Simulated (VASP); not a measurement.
Te2Mo, 6 atoms in the cell. Symmetry: P6_3/mmc, No. 194, hexagonal system. Conventional cell: a = 3.422 Å, b = 3.422 Å, c = 13.591 Å, α = 90.00°, β = 90.00°, γ = 120.00°. Te (site symmetry 3m) has 3 Mo at 2.64 Å and 6 Te at 3.42 Å within 3.5 Å. Within 3.5 Å of Mo (site symmetry -6m2) lie 6 Te at 2.64 Å and 6 Mo at 3.42 Å. 

- Program: VASP 6.6.1
- Task: single point
- Functional: PBE
- Potentials or basis: VASP PAW PBE potentials, release 64 (Te, Mo_sv)
- Cutoff: 520 eV
- k mesh: 9 × 9 × 2
- Occupations: methfessel-paxton, width 0.1 eV
- Spin: no spin polarisation
- Dipole correction: no
- Further INCAR settings: ALGO = Normal; EDIFF = 1e-07; NBANDS = 35

Potentials or basis: VASP PAW PBE potentials, release 64 (Te, Mo_sv).

Command:

```bash
$ cat potpaw_PBE.64/Te/POTCAR potpaw_PBE.64/Mo_sv/POTCAR > POTCAR
$ mpirun -np 1 vasp_std > vasp.out
```

Hardware: 1 thread of AMD EPYC 7R13 (shared host).

Question: How long does it take, and how much memory?

Answer: Wall time 5.5 min on 1 thread of AMD EPYC 7R13, on a shared host, peak memory 0.3 GiB. Counts: scf iterations 17, k points 24.
